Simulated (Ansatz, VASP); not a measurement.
## Pb in VASP and in Ansatz

```
CELL_PARAMETERS angstrom
0.00000 2.49141 2.49141
2.49141 0.00000 2.49141
2.49141 2.49141 0.00000
ATOMIC_POSITIONS crystal
Pb 0.00000 0.00000 0.00000
```

Alike in both runs: task single point; functional RPBE; dispersion D4; k mesh 9 × 9 × 9; occupations fermi-dirac, width 0.05 eV; no spin polarisation.

|  | VASP | Ansatz |
| --- | --- | --- |
| version | VASP 6.6.1 | Ansatz 0.2.0 |
| potentials or method | VASP PAW PBE potentials, release 64 (Pb_d) | Ansatz PAW |
| plane-wave cutoff (eV) | 520 | 420 |
| valence electrons in the cell | 14 | 14 |

```tsv
	VASP	Ansatz	Ansatz less VASP
gap on the k mesh at the Fermi level (eV)	none	none	-
pressure (GPa)	-0.6	-0.6	+0.06
```

VASP's potentials were made for PBE, not for RPBE. A gap of «none» marks a metal or a gap that the smearing closes.

Neither program's run includes spin-orbit coupling.
